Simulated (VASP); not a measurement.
# Re in VASP: notebook

Re is run at these levels: PBEsol, RPBE, PBE; tasks: single point, relaxation of cell and atoms.

Program: VASP 6.6.1. These are calculated values, not measurements. Logs are shortened: lines on timing, memory, paths and dates and some standing lists are left out, and cuts for length are marked.

## 1. The cell of the first run

It takes space group P6_3/mmc (No. 194, hexagonal). Conventional cell: a = 2.753 Å, b = 2.753 Å, c = 8.875 Å, α = 90.00°, β = 90.00°, γ = 120.00°. Re (site symmetry -6m2) has 12 Re at 2.73 to 2.75 Å within 3.6 Å. Re (site symmetry -3m) has 12 Re at 2.73 to 2.75 Å within 3.6 Å.

## 2. Single point, PBEsol

Input file INCAR:

```
SYSTEM = Re
PREC = Accurate
ENCUT = 520
EDIFF = 1E-7
ISMEAR = -1
SIGMA = 0.05
LREAL = .False.
LASPH = .True.
NELM = 60
ALGO = Fast
ISIF = 2
LWAVE = .False.
LCHARG = .False.
GGA = PS
NBANDS = 22
```

Input file KPOINTS:

```
regular mesh
0
Gamma
  8 8 3
  0 0 0
```

Input file POSCAR:

```
Re
1.0
    2.7526202879      0.0000000000      0.0000000000
   -1.3763101439      2.3838390963      0.0000000000
    0.0000000000      0.0000000000      8.8745508110
Re
4
Direct
    0.6666666667      0.3333333333      0.7500000000
    0.0000000000      0.0000000000      0.5000000000
    0.3333333333      0.6666666667      0.2500000000
    0.0000000000      0.0000000000      0.0000000000
```

Potentials or basis: VASP PAW PBE potentials, release 64 (Re).

Run with:

```sh
> cat potpaw_PBE.64/Re/POTCAR > POTCAR
> mpirun -np 1 vasp_std > vasp.out
```

OUTCAR:

```text
SYSTEM = Re
   PREC = Accurate
   ENCUT = 520
   EDIFF = 1E-7
   ISMEAR = -1
   LREAL = .False.
   LASPH = .True.
   NELM = 60
   ISIF = 2
   GGA = PS

 ion  position               nearest neighbor table
   1  0.667  0.333  0.750-   2 2.73   4 2.73   2 2.73   4 2.73   2 2.73   4 2.73
   2  0.000  0.000  0.500-   1 2.73   3 2.73   3 2.73   1 2.73   1 2.73   3 2.73
   3  0.333  0.667  0.250-   2 2.73   4 2.73   2 2.73   4 2.73   2 2.73   4 2.73
   4  0.000  0.000  0.000-   1 2.73   3 2.73   3 2.73   1 2.73   1 2.73   3 2.73

  LATTYP: Found a hexagonal cell.
 ALAT       =     2.7526202879
 C/A-ratio  =     3.2240374199

  Lattice vectors:

 A1 = (   2.7526202879,   0.0000000000,   0.0000000000)
 A2 = (  -1.3763101439,   2.3838390963,   0.0000000000)
 A3 = (   0.0000000000,   0.0000000000,   8.8745508110)

Analysis of symmetry for initial positions (statically):
=====================================================================
 Subroutine PRICEL returns:
 Original cell was already a primitive cell.

 Routine SETGRP: Setting up the symmetry group for a
 hexagonal supercell.

 Subroutine GETGRP returns: Found 24 space group operations
 (whereof 12 operations were pure point group operations)
 out of a pool of 24 trial point group operations.

The static configuration has the point symmetry D_3d.
 The point group associated with its full space group is D_6h.

Analysis of symmetry for dynamics (positions and initial velocities):
=====================================================================
 Subroutine PRICEL returns:
 Original cell was already a primitive cell.

 Routine SETGRP: Setting up the symmetry group for a
 hexagonal supercell.

 Subroutine GETGRP returns: Found 24 space group operations
 (whereof 12 operations were pure point group operations)
 out of a pool of 24 trial point group operations.

The dynamic configuration has the point symmetry D_3d.
 The point group associated with its full space group is D_6h.

 Subroutine INISYM returns: Found 24 space group operations
 (whereof 12 operations are pure point group operations),
 and found     1 'primitive' translations

----------------------------------------------------------------------------------------

                                     Primitive cell

  volume of cell :      58.2331

  direct lattice vectors                    reciprocal lattice vectors
     2.752620288  0.000000000  0.000000000     0.363290209  0.209745700  0.000000000
    -1.376310144  2.383839096  0.000000000     0.000000000  0.419491400  0.000000000
     0.000000000  0.000000000  8.874550811     0.000000000  0.000000000  0.112681759

  length of vectors
     2.752620288  2.752620288  8.874550811     0.419491400  0.419491400  0.112681759

  position of ions in fractional coordinates (direct lattice)
     0.666666667  0.333333333  0.750000000
     0.000000000  0.000000000  0.500000000
     0.333333333  0.666666667  0.250000000
     0.000000000  0.000000000  0.000000000

  ion indices of the primitive-cell ions
   primitive index   ion index
                 1           1
                 2           2
                 3           3
                 4           4

----------------------------------------------------------------------------------------

 KPOINTS: regular mesh

Automatic generation of k-mesh.
 Grid dimensions read from file:
 generate k-points for:    8    8    3

 Generating k-lattice:

  Cartesian coordinates                     Fractional coordinates (reciprocal lattice)
     0.045411276  0.026218213  0.000000000     0.125000000 -0.000000000  0.000000000
     0.000000000  0.052436425  0.000000000     0.000000000  0.125000000  0.000000000
     0.000000000  0.000000000  0.037560586     0.000000000  0.000000000  0.333333333

  Length of vectors
     0.052436425  0.052436425  0.037560586

  Shift w.r.t. Gamma in fractional coordinates (k-lattice)
     0.000000000  0.000000000  0.000000000

 Subroutine IBZKPT returns following result:
 ===========================================

 Found     20 irreducible k-points:

 Following reciprocal coordinates:
            Coordinates               Weight
  0.000000  0.000000  0.000000      1.000000
  0.125000 -0.000000  0.000000      6.000000
  0.250000 -0.000000  0.000000      6.000000
  0.375000  0.000000  0.000000      6.000000
  0.500000 -0.000000  0.000000      3.000000
  0.125000  0.125000  0.000000      6.000000
[... 12 lines left out ...]
  0.250000  0.250000  0.333333     12.000000
  0.375000  0.250000  0.333333     12.000000
   k-points           NKPTS =     20   k-points in BZ     NKDIM =     20   number of bands    NBANDS=     22
   number of dos      NEDOS =    301   number of ions     NIONS =      4
   total plane-waves  NPLWV =  28000
   dimension x,y,z NGX =    20 NGY =   20 NGZ =   70
   dimension x,y,z NGXF=    40 NGYF=   40 NGZF=  140
   ions per type =               4
   NGX,Y,Z   is equivalent  to a cutoff of  12.08, 12.08, 13.11 a.u.
   NGXF,Y,Z  is equivalent  to a cutoff of  24.16, 24.16, 26.23 a.u.
 SYSTEM =  Re
   PREC   = accura    normal or accurate (medium, high low for compatibility)
   ISTART =      0    job   : 0-new  1-cont  2-samecut
   ICHARG =      2    charge: 1-file 2-atom 10-const
   ISPIN  =      1    spin polarized calculation?
   LNONCOLLINEAR =      F non collinear calculations
   LSORBIT =      F    spin-orbit coupling
   LASPH  =      T    aspherical Exc in radial PAW
   ENCUT  =  520.0 eV  38.22 Ry    6.18 a.u.   5.12  5.12 16.50*2*pi/ulx,y,z
   NELM   =     60;   NELMIN=  2; NELMDL= -5     # of ELM steps
   EDIFF  = 0.1E-06   stopping-criterion for ELM
   LREAL  =      F    real-space projection
   EDIFFG = 0.1E-05   stopping-criterion for IOM
   NSW    =      0    number of steps for IOM
   IBRION =     -1    ionic relax: 0-MD 1-quasi-New 2-CG
   NFREE  =      0    steps in history (QN), initial steepest desc. (CG)
   ISIF   =      2    stress and relaxation
   ISYM   =      2    0-nonsym 1-usesym 2-fastsym
   POTIM  = 0.5000    time-step for ionic-motion
   TEBEG  =    0.0;   TEEND  =   0.0 temperature during run
   PSTRESS=    0.0 pullay stress
   NELECT =      28.0000    total number of electrons
   NUPDOWN=      -1.0000    fix difference up-down
   EMIN   =  10.00;   EMAX   =-10.00  energy-range for DOS
   EFERMI =   0.00;   METHOD = LEGACY
   ISMEAR =    -1;   SIGMA  =   0.05  broadening in eV -4-tet -1-fermi 0-gaus
   EFERMI_NEDOS =   21; number of points for ismear=-14 and -15
   IALGO  =     68    algorithm
   IMIX   =      4    mixing-type and parameters
     AMIX     =   0.40;   BMIX     =  1.00
     AMIX_MAG =   1.60;   BMIX_MAG =  1.00
  volume/ion in A,a.u.               =      14.56        98.24
  Fermi-wavevector in a.u.,A,eV,Ry     =   1.282540  2.423649 22.380349  1.644909
  Thomas-Fermi vector in A             =   2.414846
   LORBIT       =      0    0 simple, 1 ext, 2 COOP (PROOUT), +10 PAW based schemes
   GGA     = PS    functional components
   LHFCALC =     F    Hartree Fock is set to
   AEXX    =    0.0000 exact exchange contribution
   IVDW    =     0    specifies the selected vdW correction
   LEPSILON=     F    determine dielectric tensor
   LRPA    =     F    only Hartree local field effects (RPA)
 non-spin polarized calculation
 RMM-DIIS sequential band-by-band and
  energy-cutoff  :      520.00
  volume of cell :       58.23
 maximum number of plane-waves:      1583
   NGX = 11   NGY = 11   NGZ = 33

 number of electron      27.9999999 magnetization

 Free energy of the ion-electron system (eV)
  ---------------------------------------------------
  ext. energy  EPLUGINS =         0.00000000
  ---------------------------------------------------
  free energy    TOTEN  =       -53.45877968 eV

  energy without entropy =      -53.43104636  energy(sigma->0) =      -53.44491302

 E-fermi :   7.9698     XC(G=0): -13.8786

 val. band max:        7.9663792980   @ k =   0.1250   0.1250   0.3333
 cond. band min:       7.9843019457   @ k =   0.1250  -0.0000   0.0000
 fundamental gap:      0.0179226477
 Fermi energy:         7.9698329758

 k-point     1 :       0.0000    0.0000    0.0000
  band No.  band energies     occupation
      1      -2.1218      2.00000
      2       0.2061      2.00000
      3       0.3080      2.00000
      4       1.1452      2.00000
      5       5.3770      2.00000
      6       5.4652      2.00000
[... 14 lines left out ...]
     21      10.4939      0.00000
     22      10.4950      0.00000

 k-point     2 :       0.1250   -0.0000    0.0000
  band No.  band energies     occupation
      1      -1.4897      2.00000
      2       0.7809      2.00000
      3       0.8738      2.00000
      4       1.7348      2.00000
      5       4.6807      2.00000
      6       5.0495      2.00000
[... 14 lines left out ...]
     21      10.3981      0.00000
     22      10.6411      0.00000

 k-point     3 :       0.2500   -0.0000    0.0000
  band No.  band energies     occupation
      1       0.0825      2.00000
      2       1.7120      2.00000
      3       1.7731      2.00000
      4       2.7037      2.00000
      5       3.9807      2.00000
      6       4.2218      2.00000
[... 14 lines left out ...]
     21      11.2060      0.00000
     22      11.2506      0.00000

 k-point     4 :       0.3750    0.0000    0.0000
  band No.  band energies     occupation
      1       1.1765      2.00000
      2       1.4695      2.00000
      3       1.8825      2.00000
      4       2.5508      2.00000
      5       3.4218      2.00000
      6       3.5599      2.00000
[... 14 lines left out ...]
     21      12.0448      0.00000
     22      12.1112      0.00000

 k-point     5 :       0.5000   -0.0000    0.0000
  band No.  band energies     occupation
      1       1.1502      2.00000
      2       1.1809      2.00000
      3       1.7603      2.00000
      4       2.5369      2.00000
      5       3.1043      2.00000
      6       3.6116      2.00000
[... 14 lines left out ...]
     21      12.5356      0.00000
     22      14.5255      0.00000

 k-point     6 :       0.1250    0.1250    0.0000
  band No.  band energies     occupation
      1      -0.3495      2.00000
      2       1.6483      2.00000
      3       1.7160      2.00000
      4       2.6831      2.00000
      5       4.0742      2.00000
      6       4.5430      2.00000
[... 14 lines left out ...]
     21      10.7541      0.00000
     22      11.0899      0.00000

 k-point     7 :       0.2500    0.1250    0.0000
  band No.  band energies     occupation
      1       1.3110      2.00000
      2       2.0561      2.00000
      3       2.2197      2.00000
      4       3.0120      2.00000
      5       3.7745      2.00000
      6       4.0304      2.00000
[... 224 lines left out ...]
      6       4.2954      2.00000
[... 14 lines left out ...]
     21      10.9693      0.00000
     22      11.6957      0.00000

 k-point    17 :       0.2500    0.1250    0.3333
  band No.  band energies     occupation
      1       1.4007      2.00000
      2       1.6901      2.00000
      3       2.6309      2.00000
      4       3.1540      2.00000
      5       3.3000      2.00000
      6       3.7871      2.00000
[... 14 lines left out ...]
     21      11.6795      0.00000
     22      11.9829      0.00000

 k-point    18 :       0.3750    0.1250    0.3333
  band No.  band energies     occupation
      1       1.7806      2.00000
      2       1.9554      2.00000
      3       2.2968      2.00000
      4       2.6243      2.00000
      5       2.8898      2.00000
      6       3.1853      2.00000
[... 14 lines left out ...]
     21      13.4058      0.00000
     22      13.6004      0.00000

 k-point    19 :       0.2500    0.2500    0.3333
  band No.  band energies     occupation
      1       2.5536      2.00000
      2       2.6316      2.00000
      3       2.7785      2.00000
      4       2.8635      2.00000
      5       3.8594      2.00000
      6       3.9707      2.00000
[... 14 lines left out ...]
     21      13.7121      0.00000
     22      13.8343      0.00000

 k-point    20 :       0.3750    0.2500    0.3333
  band No.  band energies     occupation
      1       2.5719      2.00000
      2       2.6788      2.00000
      3       3.1899      2.00000
      4       3.2656      2.00000
      5       3.5948      2.00000
      6       3.9294      2.00000
[... 14 lines left out ...]
     21      14.9561      0.00000
     22      15.1835      0.00000

------------------------ aborting loop because EDIFF is reached ----------------------------------------

  FORCE on cell =-STRESS in cart. coord.  units (eV):
  Direction    XX          YY          ZZ          XY          YZ          ZX
  --------------------------------------------------------------------------------------
  -------------------------------------------------------------------------------------
  Total        0.0167507      0.0167507      0.0015014      0.0000000      0.0000000      0.0000000
  in kB        0.4608644      0.4608644      0.0413096      0.0000000      0.0000000      0.0000000
  external PRESSURE =       0.3210128 kB  Pullay stress =       0.0000000 kB

 VOLUME and BASIS-vectors are now :
 -----------------------------------------------------------------------------
  energy-cutoff  :      520.00
  volume of cell :       58.23
      direct lattice vectors                 reciprocal lattice vectors
     2.752620288  0.000000000  0.000000000     0.363290209  0.209745700  0.000000000
    -1.376310144  2.383839096  0.000000000     0.000000000  0.419491400  0.000000000
     0.000000000  0.000000000  8.874550811     0.000000000  0.000000000  0.112681759

 POSITION                                       TOTAL-FORCE (eV/Angst)
 -----------------------------------------------------------------------------------
      1.37631      0.79461      6.65591         0.000000     -0.000000     -0.000000
      0.00000      0.00000      4.43728        -0.000000      0.000000     -0.000000
     -0.00000      1.58923      2.21864        -0.000000      0.000000      0.000000
      0.00000      0.00000      0.00000        -0.000000      0.000000     -0.000000
 -----------------------------------------------------------------------------------
    total drift:                                0.000000     -0.000000      0.000000

  FREE ENERGIE OF THE ION-ELECTRON SYSTEM (eV)
  ---------------------------------------------------
  free  energy   TOTEN  =       -53.4587796791 eV

  energy  without entropy=      -53.4310463561  energy(sigma->0) =      -53.44491302
```

Wall time 60 s (1 thread of Intel Xeon 8259CL, shared host); peak memory 0.17 GiB.

What came out:

```
Free energy            : -53.4588 eV
Pressure               : 0.0 GPa
Band gap on the k mesh : zero (bands 14 and 15 overlap by 2.55 eV)
```

Caveat: the PAW data sets were made with another functional, which shifts forces and pressure a little; spin-orbit coupling is left out, which moves the levels of the heavy elements.

## 3. Single point, RPBE

This run uses another cell than the first one, of 15.12 Å³/atom.

Input file INCAR:

```
  PREC = Accurate
  ENCUT = 520
  EDIFF = 1E-7
  ISMEAR = -1
  SIGMA = 0.05
  LREAL = False
  LASPH = True
  NELM = 100
  ALGO = Fast
  ISIF = 2
  LWAVE = False
  LCHARG = False
  GGA = RP
  NBANDS = 22
```

Input file KPOINTS:

```
regular mesh
0
Gamma
  8 8 3
```

Input file POSCAR:

```
Re
1.0
    2.7862459473      0.0000000000      0.0000000000
   -1.3931229736      2.4129597716      0.0000000000
    0.0000000000      0.0000000000      8.9941748220
Re
4
Direct
    0.6666666667      0.3333333333      0.7500000000
    0.0000000000      0.0000000000      0.5000000000
    0.3333333333      0.6666666667      0.2500000000
    0.0000000000      0.0000000000      0.0000000000
```

Potentials or basis: VASP PAW PBE potentials, release 64 (Re).

Run with:

```sh
> cat potpaw_PBE.64/Re/POTCAR > POTCAR
> mpirun -np 1 vasp_std > vasp.out
```

Wall time 71 s (1 thread of Intel Xeon 8259CL, shared host); peak memory 0.2 GiB.

Results (log left out):

```
Free energy            : -47.2625 eV
Pressure               : -0.8 GPa
Band gap on the k mesh : zero (bands 14 and 15 overlap by 2.36 eV)
```

Stress tensor (GPa, compression positive):
```
-0.71  0.00  0.00
 0.00 -0.71  0.00
 0.00  0.00 -0.87
```

Levels at points of the mesh, in eV from the Fermi level:
```csv
k point,band 10,band 11,band 12,band 13,band 14,band 15,band 16,band 17,band 18,band 19
"(0.00, 0.00, 0.00)",-1.86,-1.58,-1.19,-1.19,-1.11,-1.11,0.44,0.59,0.59,1.44
"(0.50, 0.00, 0.00)",-1.97,-0.82,0.28,0.30,1.06,1.99,3.71,3.73,3.86,3.96
```

Caveat: the PAW data sets were made with another functional, which shifts forces and pressure a little; spin-orbit coupling is left out, which moves the levels of the heavy elements.

## 4. Single point, PBE

This run uses another cell than the first one, of 14.96 Å³/atom.

Input file INCAR:

```
PREC = Accurate
ENCUT = 520
EDIFF = 1E-7
ISMEAR = -1
SIGMA = 0.05
LREAL = F
LASPH = T
NELM = 60
ALGO = Normal
ISIF = 2
LWAVE = F
LCHARG = F
GGA = PE
NBANDS = 22
```

KPOINTS is that of step 3.

Input file POSCAR:

```
Re
1.0
    2.7940512678      0.0000000000      0.0000000000
   -1.3970256339      2.3957617598      0.0000000000
    0.0000000000      0.0000000000      8.9388451600
Re
4
Direct
    0.6666666667      0.3333333333      0.7500000000
    0.0000000000      0.0000000000      0.5000000000
    0.3333333333      0.6666666667      0.2500000000
    0.0000000000      0.0000000000      0.0000000000
```

Run with:

```sh
> cat potpaw_PBE.64/Re/POTCAR > POTCAR
> mpirun -np 1 vasp_std > vasp.out
```

It took 1.8 min on 1 thread of Intel Xeon 8259CL, shared host; peak memory 0.21 GiB.

Results (log left out):

```
Free energy            : -49.6846 eV
Pressure               : -0.6 GPa
Largest force          : 0.056 eV/Å
Band gap on the k mesh : zero (bands 14 and 15 overlap by 2.40 eV)
```

Forces in eV/Å, atoms in the order of the input:
```
Re   0.000 -0.056  0.000
Re   0.000  0.000  0.000
Re   0.000  0.056  0.000
Re   0.000  0.000  0.000
```

Stress tensor (GPa, compression positive):
```
-2.89  0.00  0.00
 0.00  0.65  0.00
 0.00  0.00  0.44
```

Levels at points of the mesh, in eV from the Fermi level:
| k point | band 10 | band 11 | band 12 | band 13 | band 14 | band 15 | band 16 | band 17 | band 18 | band 19 |
| --- | --- | --- | --- | --- | --- | --- | --- | --- | --- | --- |
| (0.00, 0.00, 0.00) | -1.82 | -1.56 | -1.32 | -1.23 | -1.11 | -1.03 | 0.52 | 0.54 | 0.62 | 1.41 |
| (0.50, 0.00, 0.00) | -2.00 | -0.83 | 0.30 | 0.32 | 1.06 | 2.00 | 3.72 | 3.75 | 3.96 | 3.99 |
| (0.00, 0.50, 0.00) | -2.05 | -0.73 | 0.19 | 0.21 | 1.16 | 2.10 | 3.77 | 3.79 | 3.95 | 4.04 |

Caveat: spin-orbit coupling is left out, which moves the levels of the heavy elements.

[end of part 1 of 2]
